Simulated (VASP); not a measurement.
A run of VASP 6.6.1 is set up as follows.

INCAR

```
SYSTEM = Pt
ALGO = Normal
EDIFF = 1E-6
ENCUT = 520
GGA = CA
ISIF = 2
ISMEAR = -1
LASPH = .True.
LCHARG = .True.
LELF = .True.
LREAL = .False.
LVHAR = .True.
LWAVE = .False.
NBANDS = 11
NELM = 60
PREC = Accurate
SIGMA = 0.01
```

KPOINTS

```
k-points
0
Gamma
  14 14 14
  0 0 0
```

The input POSCAR:

```
Pt
1.0
    0.0000000000      1.9474302061      1.9474302061
    1.9474302061      0.0000000000      1.9474302061
    1.9474302061      1.9474302061      0.0000000000
Pt
1
Direct
    0.0000000000      0.0000000000      0.0000000000
```

Potentials or basis: VASP PAW LDA potentials, release 64 (Pt).

The run is started by

```bash
$ cat potpaw_LDA.64/Pt/POTCAR > POTCAR
$ mpirun -np 1 vasp_std > vasp.out
```

Question: What does it give for the band gap on the k mesh?

Answer: Zero (band 5 reaches 12.06 eV, above the bottom of band 6 at 9.75 eV).

Question: What does it give for the pressure?

Answer: 0.3 GPa.

Caveat: spin-orbit coupling is left out, which moves the levels of the heavy elements.
